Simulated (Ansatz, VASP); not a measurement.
**Two plane-wave programs on Sb**

```
Sb
1.0
    -2.19677    2.20094    0.00000
     0.00000    0.00000   -6.21917
    -4.39355   -4.40189    0.00000
Sb
4
Direct
  0.00000 0.75000 0.00000
  0.00000 0.25000 0.00000
  0.00000 0.75000 0.50000
  0.00000 0.25000 0.50000
```

Alike in both runs: task single point; functional PBE; k mesh 8 × 4 × 4; occupations gaussian, width 0.2 eV; no spin polarisation.

|  | VASP | Ansatz |
| --- | --- | --- |
| version | VASP 6.6.1 | Ansatz 0.2.0 |
| potentials or method | VASP PAW PBE potentials, release 64 (Sb), cutoff 520 eV | scalar-relativistic, plane waves, PAW |
| valence electrons in the cell | 20 | 60 |

Ansatz gave:

```
gap on the k mesh at the Fermi level (eV) : none
pressure (GPa)                            : 0.3
```

Question: Estimate VASP's values.

Answer: gap on the k mesh at the Fermi level (eV): none; pressure (GPa): 0.2.

A gap of «none» marks a metal or a gap that the smearing closes. VASP's potentials hold 20 valence electrons a cell and Ansatz's 60, so a difference there can come from the potentials and not from the codes.

Neither program's run includes spin-orbit coupling.
